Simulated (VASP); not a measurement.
A run of VASP 6.6.1 is set up as follows.

The input INCAR:

```
PREC = Accurate
ENCUT = 520
EDIFF = 1E-6
ISMEAR = -1
SIGMA = 0.05
LREAL = Auto
LASPH = True
NELM = 60
ALGO = Normal
ISIF = 2
LWAVE = False
LCHARG = False
GGA = PS
NBANDS = 166
```

KPOINTS

```
Automatic mesh
0
Gamma
  1 1 1
  0.5 0.5 0.5
```

Contents of POSCAR:

```
Si29C3
1.0
   10.4681862564      0.0000000000      0.0000000000
    0.0000000000     10.4681862564      0.0000000000
    0.0000000000      0.0000000000     10.4681862564
Si C
58 6
Direct
    0.0011270000      0.0022240000      0.9983240000
    0.0201880000      0.9814070000      0.4852060000
    0.9805560000      0.5172810000      0.9831680000
    0.9820980000      0.4857210000      0.5207130000
    0.5037010000      0.0053710000      0.5005870000
    0.1292660000      0.1215500000      0.1313620000
    0.1245600000      0.1290150000      0.6224330000
    0.1237990000      0.6326180000      0.1279080000
    0.1179420000      0.6259940000      0.6284990000
    0.6069840000      0.1061970000      0.1102930000
    0.6333790000      0.1356050000      0.6287750000
    0.6137270000      0.6063340000      0.1014570000
    0.6159080000      0.6072050000      0.6133280000
    0.2581850000      0.2489110000      0.0004460000
    0.2562780000      0.2569590000      0.4997240000
    0.2611010000      0.7488440000      0.0000020000
    0.2347780000      0.7601370000      0.4864520000
    0.7357270000      0.2473980000      0.9997380000
    0.7658660000      0.2774320000      0.5227590000
    0.7600960000      0.7272780000      0.9815580000
    0.7438720000      0.7452040000      0.4994840000
    0.3938050000      0.3911910000      0.1081350000
    0.3931120000      0.3921890000      0.6086140000
    0.3864780000      0.8887660000      0.1146790000
    0.3696430000      0.8743550000      0.6229710000
    0.8665320000      0.3766570000      0.1221240000
    0.8794480000      0.8651790000      0.1253100000
    0.8765720000      0.8666720000      0.6272660000
    0.2393060000      0.9816160000      0.2635490000
    0.2477000000      0.9990470000      0.7566230000
    0.2555320000      0.4996900000      0.2497870000
    0.2614910000      0.5030190000      0.7474670000
    0.7474090000      0.9999600000      0.2437910000
    0.7481000000      0.9989430000      0.7540670000
    0.7411500000      0.5038720000      0.2515420000
    0.7679260000      0.5000300000      0.7511780000
    0.3698610000      0.1235070000      0.3715250000
    0.3914030000      0.1056730000      0.8914060000
    0.3870900000      0.6146880000      0.3897060000
    0.3933250000      0.6062400000      0.8929480000
    0.8762510000      0.1284090000      0.3794010000
    0.8738980000      0.1339440000      0.8699750000
    0.8799430000      0.6257790000      0.3783910000
    0.9991640000      0.2526870000      0.2464530000
    0.9822730000      0.2675710000      0.7306240000
    0.0196560000      0.7654240000      0.2702510000
    0.9795840000      0.7290510000      0.7665560000
    0.5027480000      0.2530200000      0.2475800000
    0.4999900000      0.2565880000      0.7558000000
    0.5017060000      0.7435190000      0.2401290000
    0.4999300000      0.7429870000      0.7537950000
    0.1195770000      0.3769350000      0.3789990000
    0.1217530000      0.3765410000      0.8664420000
    0.1196330000      0.8631090000      0.8746180000
    0.6138900000      0.3934230000      0.3976340000
    0.6150950000      0.3943180000      0.8882980000
    0.6244960000      0.8731490000      0.3704740000
    0.6139370000      0.8834780000      0.8906090000
    0.4994560000      0.9951580000      0.0033420000
    0.5028230000      0.4983510000      0.9983320000
    0.5004030000      0.5038440000      0.5021570000
    0.8729960000      0.3841250000      0.6357850000
    0.8692360000      0.6187120000      0.8658750000
    0.1312050000      0.8719090000      0.3745250000
```

Potentials or basis: VASP PAW PBE potentials, release 64 (Si, C).

Launch:

```console
$ cat potpaw_PBE.64/Si/POTCAR potpaw_PBE.64/C/POTCAR > POTCAR
$ mpirun -np 1 vasp_std > vasp.out
```

Problem. Predict the largest force.

Solution. 0.021 eV/Å.

Problem. Predict the pressure.

Solution. 0.1 GPa.

Problem. What does it give for the band gap on the k mesh?

Solution. 0.88 eV.

Forces in eV/Å, atoms in the order of the input:
```
Si   0.000  0.002 -0.005
Si  -0.005 -0.002  0.002
Si   0.006 -0.003  0.004
Si   0.004  0.001 -0.005
Si   0.005 -0.001  0.003
Si   0.002  0.000 -0.004
Si   0.001 -0.002 -0.001
Si  -0.001 -0.004 -0.001
Si   0.002  0.001  0.001
Si  -0.002  0.001  0.002
Si  -0.002 -0.004 -0.001
Si   0.006  0.003  0.004
Si   0.000  0.003  0.004
Si  -0.002  0.000  0.001
Si   0.001 -0.001  0.001
Si  -0.002 -0.002 -0.004
Si   0.003 -0.005  0.004
Si   0.005  0.001 -0.002
Si  -0.002 -0.002 -0.005
Si   0.000  0.004  0.003
Si  -0.001 -0.001 -0.001
Si  -0.002  0.001 -0.001
Si  -0.001 -0.004  0.003
Si  -0.001  0.002  0.004
Si   0.003 -0.002 -0.001
Si   0.002  0.001 -0.002
Si  -0.002  0.001 -0.002
Si   0.001  0.005  0.000
Si   0.004  0.002 -0.001
Si  -0.005  0.000  0.001
Si   0.000 -0.002 -0.001
Si   0.001  0.000 -0.002
Si   0.005  0.001  0.001
Si   0.001 -0.004 -0.005
Si   0.004  0.003  0.000
Si  -0.002  0.002  0.000
Si   0.003 -0.002 -0.003
Si  -0.001  0.002 -0.003
Si   0.001  0.004  0.001
Si  -0.003  0.001  0.000
Si  -0.006  0.001  0.002
Si   0.000 -0.002  0.005
Si   0.001 -0.001 -0.001
Si   0.000  0.006 -0.005
Si   0.004 -0.005  0.002
Si  -0.007 -0.003 -0.001
Si   0.002  0.004 -0.002
Si   0.001  0.000  0.003
Si  -0.005 -0.002 -0.001
Si   0.003 -0.001  0.003
Si  -0.003  0.002  0.000
Si  -0.002  0.004  0.000
Si   0.000  0.001  0.004
Si  -0.003 -0.002 -0.001
Si   0.003 -0.006 -0.004
Si   0.004  0.000  0.002
Si  -0.006 -0.002  0.002
Si   0.002 -0.002  0.002
C   -0.001  0.004  0.001
C   -0.002 -0.004 -0.010
C    0.001  0.003  0.003
C   -0.004 -0.002 -0.006
C   -0.009  0.000  0.019
C    0.002  0.004 -0.006
```

Caveat: the k points lie up to 0.60 Å⁻¹ apart; the PAW data sets were made with another functional, which shifts forces and pressure a little; a shifted mesh leaves out Γ, where band edges can lie. A k mesh can miss the band edges.
